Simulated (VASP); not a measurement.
# HPt6 in VASP: a series of runs, part 2 of 2

VASP 6.6.1. The steps go on from the part before.

## (4) Single point, PBE

The input, INCAR:

```
SYSTEM = HPt6
ALGO = Normal ; DIPOL = 0.5 0.5 0.289
EDIFF = 1E-7 ; ENCUT = 520
GGA = PE ; IDIPOL = 3
ISIF = 2 ; ISMEAR = 0
LASPH = .True. ; LCHARG = .False.
LDIPOL = .True. ; LREAL = .False.
LWAVE = .False. ; NBANDS = 74
NELM = 100 ; PREC = Accurate
SIGMA = 0.1
```

The input, KPOINTS:

```
k-points
0
Gamma
  5 5 1
  0 0 0
```

The input, POSCAR:

```
HPt6
1.0
    5.6143281343      0.0000000000      0.0000000000
    0.0000000000      5.6143281343      0.0000000000
    0.0000000000      0.0000000000     21.8513792319
Pt H
12 2
Direct
    0.2500000000      0.2500000000      0.1830548066
    0.2500000000      0.7500000000      0.1830548066
    0.7500000000      0.2500000000      0.1830548066
    0.7500000000      0.7500000000      0.1830548066
    0.0000000000      0.0000000000      0.2712126041
    0.0000000000      0.5000000000      0.2712126041
    0.5000000000      0.0000000000      0.2712126041
    0.5000000000      0.5000000000      0.2712126041
    0.2500000000      0.2500000000      0.3593081768
    0.2500000000      0.7500000000      0.3593081768
    0.7500000000      0.2500000000      0.3593081768
    0.7500000000      0.7500000000      0.3593081768
   -0.1990442976      0.0000000000      0.3945462271
    0.1990442976      0.0000000000      0.3945462271
```

Potentials or basis: VASP PAW PBE potentials, release 64 (Pt, H).

The run is started by

```sh
$ cat potpaw_PBE.64/Pt/POTCAR potpaw_PBE.64/H/POTCAR > POTCAR
$ mpirun -np 1 vasp_std > vasp.out
```

OUTCAR:

```text
SYSTEM = HPt6
   EDIFF = 1E-7
   ENCUT = 520
   GGA = PE
   ISIF = 2
   ISMEAR = 0
   LASPH = .True.
   LREAL = .False.
   NELM = 100
   PREC = Accurate

 ion  position               nearest neighbor table
   1  0.250  0.250  0.183-   5 2.77   6 2.77   7 2.77   8 2.77   2 2.81   3 2.81   2 2.81   3 2.81

   2  0.250  0.750  0.183-   5 2.77   6 2.77   7 2.77   8 2.77   1 2.81   4 2.81   1 2.81   4 2.81

   3  0.750  0.250  0.183-   5 2.77   6 2.77   7 2.77   8 2.77   1 2.81   4 2.81   4 2.81   1 2.81
[... 4 lines left out ...]
                             6 2.81   7 2.81   6 2.81   7 2.81
   6  0.000  0.500  0.271-   9 2.77  10 2.77  11 2.77  12 2.77   1 2.77   2 2.77   3 2.77   4 2.77
                             5 2.81   8 2.81   5 2.81   8 2.81
   7  0.500  0.000  0.271-   9 2.77  10 2.77  11 2.77  12 2.77   1 2.77   2 2.77   3 2.77   4 2.77
                             5 2.81   8 2.81   8 2.81   5 2.81
   8  0.500  0.500  0.271-   9 2.77  10 2.77  11 2.77  12 2.77   1 2.77   2 2.77   3 2.77   4 2.77
                             6 2.81   7 2.81   7 2.81   6 2.81
   9  0.250  0.250  0.359-  14 1.63   6 2.77   7 2.77   8 2.77   5 2.77  11 2.81  10 2.81  10 2.81
                            11 2.81
  10  0.250  0.750  0.359-  14 1.63   6 2.77   7 2.77   8 2.77   5 2.77  12 2.81   9 2.81   9 2.81
                            12 2.81
  11  0.750  0.250  0.359-  13 1.63   6 2.77   7 2.77   8 2.77   5 2.77  12 2.81   9 2.81  12 2.81
                             9 2.81
  12  0.750  0.750  0.359-  13 1.63   6 2.77   7 2.77   8 2.77   5 2.77  11 2.81  10 2.81  11 2.81
                            10 2.81
  13  0.801  0.000  0.395-  11 1.63  12 1.63
  14  0.199  0.000  0.395-   9 1.63  10 1.63

  LATTYP: Found a simple tetragonal cell.
 ALAT       =     5.6143281343
 C/A-ratio  =     3.8920737636

  Lattice vectors:

 A1 = (   5.6143281343,   0.0000000000,   0.0000000000)
 A2 = (   0.0000000000,   5.6143281343,   0.0000000000)
 A3 = (   0.0000000000,   0.0000000000,  21.8513792319)

Analysis of symmetry for initial positions (statically):
=====================================================================
[... 179 lines left out ...]
  ext. energy  EPLUGINS =         0.00000000
  ---------------------------------------------------
  free energy    TOTEN  =       -73.37617474 eV

  energy without entropy =      -73.23765221  energy(sigma->0) =      -73.30691347

 E-fermi :  -1.1885     XC(G=0):  -4.4933

 val. band max:       -1.2020786634   @ k =   0.0000   0.2000   0.0000
 cond. band min:      -1.1771380538   @ k =   0.0000   0.4000   0.0000
 fundamental gap:      0.0249406097
 Fermi energy:        -1.1884912738

 k-point     1 :       0.0000    0.0000    0.0000
  band No.  band energies     occupation
      1     -10.5410      2.00000
      2      -9.0739      2.00000
      3      -8.8006      2.00000
      4      -7.7005      2.00000
      5      -7.6523      2.00000
      6      -7.4208      2.00000
[... 673 lines left out ...]
     72       2.9189      0.00000
     73       4.0212      0.00000
 [bands above 73 left out]

------------------------ aborting loop because EDIFF is reached ----------------------------------------

 vacuum level on the upper side and lower side of the slab       (xc-potential included)        -0.083        -0.066

  FORCE on cell =-STRESS in cart. coord.  units (eV):
  Direction    XX          YY          ZZ          XY          YZ          ZX
  --------------------------------------------------------------------------------------
  -------------------------------------------------------------------------------------
  Total       -8.7971829     -3.0718826      6.3160460      0.0000000      0.0000000      0.0000000
  in kB      -20.4634929     -7.1456338     14.6920173      0.0000000      0.0000000      0.0000000
  external PRESSURE =      -4.3057031 kB  Pullay stress =       0.0000000 kB

 VOLUME and BASIS-vectors are now :
 -----------------------------------------------------------------------------
  energy-cutoff  :      520.00
  volume of cell :      688.77
      direct lattice vectors                 reciprocal lattice vectors
     5.614328134  0.000000000  0.000000000     0.178115703  0.000000000  0.000000000
     0.000000000  5.614328134  0.000000000     0.000000000  0.178115703  0.000000000
     0.000000000  0.000000000 21.851379232     0.000000000  0.000000000  0.045763702

 POSITION                                       TOTAL-FORCE (eV/Angst)
 -----------------------------------------------------------------------------------
      1.40358      1.40358      4.00000        -0.027798      0.079571     -0.056499
      1.40358      4.21075      4.00000        -0.027798     -0.079571     -0.056499
      4.21075      1.40358      4.00000         0.027798      0.079571     -0.056499
      4.21075      4.21075      4.00000         0.027798     -0.079571     -0.056499
      0.00000      0.00000      5.92637         0.000000     -0.000000     -0.713994
      0.00000      2.80716      5.92637         0.000000     -0.000000     -0.239373
      2.80716      0.00000      5.92637         0.000000     -0.000000     -0.551764
      2.80716      2.80716      5.92637         0.000000     -0.000000     -0.065924
      1.40358      1.40358      7.85138         0.236592      1.502453     -0.396552
      1.40358      4.21075      7.85138         0.236592     -1.502453     -0.396552
      4.21075      1.40358      7.85138        -0.236592      1.502453     -0.396552
      4.21075      4.21075      7.85138        -0.236592     -1.502453     -0.396552
      4.49683      0.00000      8.62138         0.243949     -0.000000      1.691631
      1.11750      0.00000      8.62138        -0.243949     -0.000000      1.691631
 -----------------------------------------------------------------------------------
    total drift:                                0.000000      0.000000     -0.000137

  FREE ENERGIE OF THE ION-ELECTRON SYSTEM (eV)
  ---------------------------------------------------
  free  energy   TOTEN  =       -73.3761747390 eV

  energy  without entropy=      -73.2376522087  energy(sigma->0) =      -73.30691347

 vacuum level on the upper side and lower side of the slab         4.388         4.405
```

OSZICAR:

```text
N       E                     dE             d eps       ncg     rms          rms(c)
DAV:   1     0.855524013208E+03    0.85552E+03   -0.50342E+04  1332   0.135E+03
DAV:   2    -0.365313678148E+01   -0.85918E+03   -0.79587E+03  1672   0.265E+02
DAV:   3    -0.756410040887E+02   -0.71988E+02   -0.66739E+02  1632   0.735E+01
[... 27 lines left out ...]
DAV:  31    -0.733761735077E+02   -0.77271E-06   -0.21787E-08   902   0.471E-04    0.515E-04
DAV:  32    -0.733761743343E+02   -0.82658E-06   -0.38068E-08   920   0.376E-04    0.276E-04
DAV:  33    -0.733761745320E+02   -0.19770E-06   -0.60059E-09   844   0.160E-04    0.197E-04
DAV:  34    -0.733761746462E+02   -0.11422E-06   -0.44016E-09   804   0.112E-04    0.162E-04
DAV:  35    -0.733761747390E+02   -0.92816E-07   -0.38344E-09   818   0.210E-04
   1 F= -.73376175E+02 E0= -.73306913E+02  d E =-.138523E+00
```

stdout:

```text
POSCAR found type information on POSCAR PtH
 POSCAR found :  2 types and      14 ions
 scaLAPACK will be used
 LDA part: xc-table for (Slater+PW92), standard interpolation
 POSCAR, INCAR and KPOINTS ok, starting setup
 FFT: planning ... GRIDC
 FFT: planning ... GRID_SOFT
 FFT: planning ... GRID
 WAVECAR not read
 entering main loop
```

Wall time 25 min (1 thread of Intel Xeon Platinum 8488C (Sapphire Rapids), shared host); peak memory 0.78 GiB.

What came out:

| Item | Value |
| --- | --- |
| Free energy | -73.3762 eV |
| Largest force | 1.709 eV/Å |
| Band gap on the k mesh | zero (bands 61 and 62 overlap by 0.36 eV) |

Forces in eV/Å, atoms in the order of the input:
```
Pt  -0.028  0.080 -0.056
Pt  -0.028 -0.080 -0.056
Pt   0.028  0.080 -0.056
Pt   0.028 -0.080 -0.056
Pt   0.000  0.000 -0.714
Pt   0.000  0.000 -0.239
Pt   0.000  0.000 -0.552
Pt   0.000  0.000 -0.066
Pt   0.237  1.502 -0.397
Pt   0.237 -1.502 -0.397
Pt  -0.237  1.502 -0.397
Pt  -0.237 -1.502 -0.397
H    0.244  0.000  1.692
H   -0.244  0.000  1.692
```

Caveat: spin-orbit coupling is left out, which moves the levels of the heavy elements.

## (5) Single point, PBE

The input, INCAR:

```
SYSTEM = HPt6
PREC     = Accurate       ! precision mode
ENCUT    = 520            ! plane-wave cutoff, eV
EDIFF    = 1E-6           ! SCF threshold, eV
ISMEAR   = 0              ! smearing method
SIGMA    = 0.1            ! smearing width, eV
LREAL    = .False.        ! projectors in reciprocal space
LASPH    = .True.         ! aspherical terms in the spheres
NELM     = 60             ! most SCF steps
ALGO     = Normal         ! electronic algorithm
ISIF     = 2              ! what is computed and relaxed
LWAVE    = .False.        ! write WAVECAR
LCHARG   = .False.        ! write CHGCAR
LDIPOL   = .True.       
IDIPOL   = 3            
DIPOL    = 0.5 0.5 0.293
GGA      = PE             ! functional
NBANDS   = 74             ! bands
```

The input, KPOINTS:

```
regular mesh
0
Gamma
  5 5 1
  0 0 0
```

POSCAR: that of step 4 with these lines changed.

```diff
@@ -20,3 +20,3 @@
     0.7500000000      0.7500000000      0.3593081768
-   -0.1990442976      0.0000000000      0.3945462271
-    0.1990442976      0.0000000000      0.3945462271
+   -0.1990442976      0.0000000000      0.4238349961
+    0.1990442976      0.0000000000      0.4238349961
```

Potentials or basis: VASP PAW PBE potentials, release 64 (Pt, H).

The run is started by

```sh
$ cat potpaw_PBE.64/Pt/POTCAR potpaw_PBE.64/H/POTCAR > POTCAR
$ mpirun -np 1 vasp_std > vasp.out
```

OUTCAR:

```text
SYSTEM = HPt6
   PREC = Accurate
   ENCUT = 520
   EDIFF = 1E-6
   ISMEAR = 0
   LREAL = .False.
   LASPH = .True.
   NELM = 60
   ISIF = 2
   GGA = PE

 ion  position               nearest neighbor table
   1  0.250  0.250  0.183-   5 2.77   6 2.77   7 2.77   8 2.77   2 2.81   3 2.81   2 2.81   3 2.81

   2  0.250  0.750  0.183-   5 2.77   6 2.77   7 2.77   8 2.77   1 2.81   4 2.81   1 2.81   4 2.81

   3  0.750  0.250  0.183-   5 2.77   6 2.77   7 2.77   8 2.77   1 2.81   4 2.81   4 2.81   1 2.81
[... 4 lines left out ...]
                             6 2.81   7 2.81   6 2.81   7 2.81
   6  0.000  0.500  0.271-   9 2.77  10 2.77  11 2.77  12 2.77   1 2.77   2 2.77   3 2.77   4 2.77
                             5 2.81   8 2.81   5 2.81   8 2.81
   7  0.500  0.000  0.271-   9 2.77  10 2.77  11 2.77  12 2.77   1 2.77   2 2.77   3 2.77   4 2.77
                             5 2.81   8 2.81   8 2.81   5 2.81
   8  0.500  0.500  0.271-   9 2.77  10 2.77  11 2.77  12 2.77   1 2.77   2 2.77   3 2.77   4 2.77
                             6 2.81   7 2.81   7 2.81   6 2.81
   9  0.250  0.250  0.359-  14 2.01   6 2.77   7 2.77   8 2.77   5 2.77  11 2.81  10 2.81  10 2.81
[... 904 lines left out ...]
  Direction    XX          YY          ZZ          XY          YZ          ZX
  --------------------------------------------------------------------------------------
  -------------------------------------------------------------------------------------
  Total      -10.9764405    -15.5986886     -3.0012725      0.0000000      0.0000000      0.0000000
  in kB      -25.5327547    -36.2847581     -6.9813847      0.0000000      0.0000000      0.0000000
  external PRESSURE =     -22.9329659 kB  Pullay stress =       0.0000000 kB

 VOLUME and BASIS-vectors are now :
 -----------------------------------------------------------------------------
  energy-cutoff  :      520.00
  volume of cell :      688.77
      direct lattice vectors                 reciprocal lattice vectors
     5.614328134  0.000000000  0.000000000     0.178115703  0.000000000  0.000000000
     0.000000000  5.614328134  0.000000000     0.000000000  0.178115703  0.000000000
     0.000000000  0.000000000 21.851379232     0.000000000  0.000000000  0.045763702

 POSITION                                       TOTAL-FORCE (eV/Angst)
 -----------------------------------------------------------------------------------
      1.40358      1.40358      4.00000        -0.006471      0.048162     -0.058454
      1.40358      4.21075      4.00000        -0.006471     -0.048162     -0.058454
      4.21075      1.40358      4.00000         0.006471      0.048162     -0.058454
      4.21075      4.21075      4.00000         0.006471     -0.048162     -0.058454
      0.00000      0.00000      5.92637         0.000000      0.000000     -0.424941
      0.00000      2.80716      5.92637         0.000000      0.000000     -0.076727
      2.80716      0.00000      5.92637         0.000000      0.000000     -0.377043
      2.80716      2.80716      5.92637         0.000000      0.000000      0.218858
      1.40358      1.40358      7.85138        -0.142538     -0.451848      1.108977
      1.40358      4.21075      7.85138        -0.142538      0.451848      1.108977
      4.21075      1.40358      7.85138         0.142538     -0.451848      1.108977
      4.21075      4.21075      7.85138         0.142538      0.451848      1.108977
      4.49683      0.00000      9.26138        -0.533261      0.000000     -1.771121
      1.11750      0.00000      9.26138         0.533261     -0.000000     -1.771121
 -----------------------------------------------------------------------------------
    total drift:                                0.000000      0.000000     -0.000150

  FREE ENERGIE OF THE ION-ELECTRON SYSTEM (eV)
  ---------------------------------------------------
  free  energy   TOTEN  =       -73.0537952403 eV

  energy  without entropy=      -72.9134087347  energy(sigma->0) =      -72.98360199

 vacuum level on the upper side and lower side of the slab         4.331         4.380
```

OSZICAR:

```text
N       E                     dE             d eps       ncg     rms          rms(c)
DAV:   1     0.844399911241E+03    0.84440E+03   -0.50237E+04  1332   0.135E+03
DAV:   2    -0.352724103167E+01   -0.84793E+03   -0.78323E+03  1664   0.263E+02
DAV:   3    -0.750087895567E+02   -0.71482E+02   -0.65729E+02  1608   0.723E+01
[... 24 lines left out ...]
DAV:  28    -0.730537884575E+02   -0.45307E-05   -0.10411E-07   816   0.112E-03    0.743E-04
DAV:  29    -0.730537914587E+02   -0.30012E-05   -0.14455E-07   864   0.817E-04    0.581E-04
DAV:  30    -0.730537933374E+02   -0.18787E-05   -0.51987E-08   846   0.532E-04    0.687E-04
DAV:  31    -0.730537944856E+02   -0.11482E-05   -0.61896E-08   818   0.651E-04    0.312E-04
DAV:  32    -0.730537952403E+02   -0.75461E-06   -0.31707E-08   836   0.396E-04
   1 F= -.73053795E+02 E0= -.72983602E+02  d E =-.140387E+00
```

stdout:

```text
POSCAR found type information on POSCAR PtH
 POSCAR found :  2 types and      14 ions
 scaLAPACK will be used
 LDA part: xc-table for (Slater+PW92), standard interpolation
 POSCAR, INCAR and KPOINTS ok, starting setup
 FFT: planning ... GRIDC
 FFT: planning ... GRID_SOFT
 FFT: planning ... GRID
 WAVECAR not read
 entering main loop
```

It took 22 min on 1 thread of Intel Xeon Platinum 8488C (Sapphire Rapids), shared host; peak memory 0.8 GiB.

What came out:

```yaml
Free_energy: -73.0538 eV
Largest_force: 1.850 eV/Å
Band_gap_on_the_k_mesh: zero (bands 61 and 62 overlap by 0.42 eV)
```

Forces on the atoms (eV/Å):
```
Pt  -0.006  0.048 -0.058
Pt  -0.006 -0.048 -0.058
Pt   0.006  0.048 -0.058
Pt   0.006 -0.048 -0.058
Pt   0.000  0.000 -0.425
Pt   0.000  0.000 -0.077
Pt   0.000  0.000 -0.377
Pt   0.000  0.000  0.219
Pt  -0.143 -0.452  1.109
Pt  -0.143  0.452  1.109
Pt   0.143 -0.452  1.109
Pt   0.143  0.452  1.109
H   -0.533  0.000 -1.771
H    0.533  0.000 -1.771
```

Caveat: spin-orbit coupling is left out, which moves the levels of the heavy elements.

## (6) Single point, PBE

The input, INCAR:

```
  PREC = Accurate
  ENCUT = 520
  EDIFF = 1E-7
  ISMEAR = 0
  SIGMA = 0.1
  LREAL = False
  LASPH = True
  NELM = 80
  ALGO = Normal
  ISIF = 2
  LWAVE = False
  LCHARG = False
  LDIPOL = True
  IDIPOL = 3
  DIPOL = 0.5 0.5 0.303
  GGA = PE
  NBANDS = 74
```

The input, KPOINTS:

```
Automatic mesh
0
Gamma
  5 5 1
```

POSCAR: that of step 5 with these lines changed.

```diff
@@ -20,3 +20,3 @@
     0.7500000000      0.7500000000      0.3593081768
-   -0.1990442976      0.0000000000      0.4238349961
-    0.1990442976      0.0000000000      0.4238349961
+   -0.1051773224      0.0000000000      0.4965992818
+    0.1051773224      0.0000000000      0.4965992818
```

Potentials or basis: VASP PAW PBE potentials, release 64 (Pt, H).

The run is started by

```sh
$ cat potpaw_PBE.64/Pt/POTCAR potpaw_PBE.64/H/POTCAR > POTCAR
$ mpirun -np 1 vasp_std > vasp.out
```

Run time: 25 min. Hardware: 1 thread of Intel Xeon Platinum 8259CL at 2.50GHz (Skylake/Cascade Lake), shared host; peak memory 0.79 GiB.

It converged, with:

```yaml
Free_energy: -71.2739 eV
Largest_force: 4.526 eV/Å
Band_gap_on_the_k_mesh: zero (bands 61 and 62 overlap by 0.16 eV)
```

Forces on the atoms (eV/Å):
```
Pt  -0.005 -0.001  0.011
Pt  -0.005  0.001  0.011
Pt   0.005 -0.001  0.011
Pt   0.005  0.001  0.011
Pt   0.000  0.000 -0.022
Pt   0.000  0.000  0.007
Pt   0.000  0.000 -0.005
Pt   0.000  0.000 -0.046
Pt  -0.001 -0.004  0.011
Pt  -0.001  0.004  0.011
Pt   0.001 -0.004  0.011
Pt   0.001  0.004  0.011
H    4.526  0.000 -0.011
H   -4.526  0.000 -0.011
```

Levels at points of the mesh, in eV from the Fermi level:
| k point | band 59 | band 60 | band 61 | band 62 | band 63 | band 64 |
| --- | --- | --- | --- | --- | --- | --- |
| (0.00, 0.00, 0.00) | 0.08 | 0.14 | 0.14 | 0.34 | 0.78 | 0.80 |

Caveat: spin-orbit coupling is left out, which moves the levels of the heavy elements.

## (7) The runs side by side

```tsv
cell	gap on the mesh (eV)	largest force (eV/Å)
as given, atomic positions A	none	0.01
as given, atomic positions B	none	2.47
as given, atomic positions C	none	1.71
as given, atomic positions D	none	1.85
as given, atomic positions E	none	4.53
```

Alike in all rows: task single point; level PBE; potentials or basis VASP PAW PBE potentials, release 64 (Pt, H); no spin polarisation; k mesh 5 × 5 × 1; cutoff (eV) 520; smearing gaussian 0.1 eV.

Caveats: spin-orbit coupling is left out, which moves the levels of the heavy elements.

Absolute energies hang on the potentials; compare differences alone.

The gap in the log of VASP goes by the Fermi energy; the results here count the filled bands.